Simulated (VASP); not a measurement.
Set up this calculation in VASP 6.6.1, as the native input.

| Quantity | Value |
| --- | --- |
| Task | single point |
| Functional | PBEsol |
| Potentials or basis | VASP PAW PBE potentials, release 64 (Sn_d, O) |
| Cutoff | 520 eV |
| k mesh | 7 × 7 × 7 |
| Occupations | fermi-dirac, width 0.05 eV |
| Spin | no spin polarisation |
| Dipole correction | no |
| Further INCAR settings | ALGO = Normal; EDIFF = 1e-06; NBANDS = 64 |

The structure of SnO2 lies in POSCAR:

```
SnO2
1.0
   -4.8849353643      4.8849353643      1.5724008064
    4.8849353643     -4.8849353643      1.5724008064
    4.8849353643      4.8849353643     -1.5724008064
Sn O
4 8
Direct
    0.3668536634      0.8088571808      0.1757108442
    0.8088571808      0.6331463366      0.4420035174
    0.1911428192      0.3668536634      0.5579964826
    0.6331463366      0.1911428192      0.8242891558
    0.1761953791      0.1506988915      0.3268942706
    0.8493011085      0.1761953791      0.0254964876
    0.8238046209      0.8493011085      0.6731057294
    0.1506988915      0.8238046209      0.9745035124
    0.1525913354      0.5615398317      0.7141311671
    0.5615398317      0.8474086646      0.4089484963
    0.4384601683      0.1525913354      0.5910515037
    0.8474086646      0.4384601683      0.2858688329
```

These files were run (other wordings do the same):

INCAR

```
  PREC = Accurate
  ENCUT = 520
  EDIFF = 1E-6
  ISMEAR = -1
  SIGMA = 0.05
  LREAL = False
  LASPH = True
  NELM = 80
  ALGO = Normal
  ISIF = 2
  LWAVE = False
  LCHARG = True
  GGA = PS
  LELF = True
  LVHAR = True
  NBANDS = 64
```

KPOINTS

```
regular mesh
0
Gamma
  7 7 7
```

Potentials or basis: VASP PAW PBE potentials, release 64 (Sn_d, O).

Command:

```bash
$ cat potpaw_PBE.64/Sn_d/POTCAR potpaw_PBE.64/O/POTCAR > POTCAR
$ mpirun -np 1 vasp_std > vasp.out
```

It gave:

| Property | Result |
| --- | --- |
| Pressure | 20.7 GPa |
| Largest force | 0.077 eV/Å |
| Band gap on the k mesh | 2.48 eV, direct |

Caveat: the PAW data sets were made with another functional, which shifts forces and pressure a little; spin-orbit coupling is left out, which moves the levels of the heavy elements.

Wall time 29 min on 1 thread of AMD EPYC 7R43 64-Core Processor (Zen 3), with other jobs on the host, peak memory 0.56 GiB.
